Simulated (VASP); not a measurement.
Runs of VASP 6.6.1 on Re. The structure is that of space group P6_3/mmc (No. 194), or close to it. The cells are those of the table. 

```csv
task,level,cell,smearing,gap on the mesh (eV),pressure (GPa)
single point,PBEsol,"a = 2.568, b = 2.568, c = 4.106 Å, angles 90.0, 90.0, 120.0°, 2 atoms",fermi-dirac 0.05 eV,none,139.2
electric field gradients,r2SCAN,"a = 2.603, b = 2.603, c = 4.162 Å, angles 90.0, 90.0, 120.0°, 2 atoms",fermi-dirac 0.05 eV,none,109.7
electric field gradients,PBEsol,"a = 2.568, b = 2.568, c = 4.106 Å, angles 90.0, 90.0, 120.0°, 2 atoms",fermi-dirac 0.05 eV,none,139.2
single point,PBEsol,"a = 2.568, b = 2.568, c = 4.106 Å, angles 90.0, 90.0, 120.0°, 2 atoms",gaussian 0.025 eV,none,139.2
single point,PBE,"a = 2.603, b = 2.603, c = 4.162 Å, angles 90.0, 90.0, 120.0°, 2 atoms",fermi-dirac 0.05 eV,none,(a)
```

Alike in all rows: potentials or basis VASP PAW PBE potentials, release 64 (Re); no spin polarisation; k mesh 18 × 18 × 10; cutoff (eV) 520.

**Question.** Estimate the missing entries.

**Answer.** (a) 116.9.

Caveats: the cell stands under pressure; spin-orbit coupling is left out, which moves the levels of the heavy elements; the PAW data sets were made with another functional, which shifts forces and pressure a little (at least some runs).

A k mesh can miss the band edges, and the runs leave out spin-orbit coupling on Re.

A gap of «none» marks levels without a gap at the run's occupations.
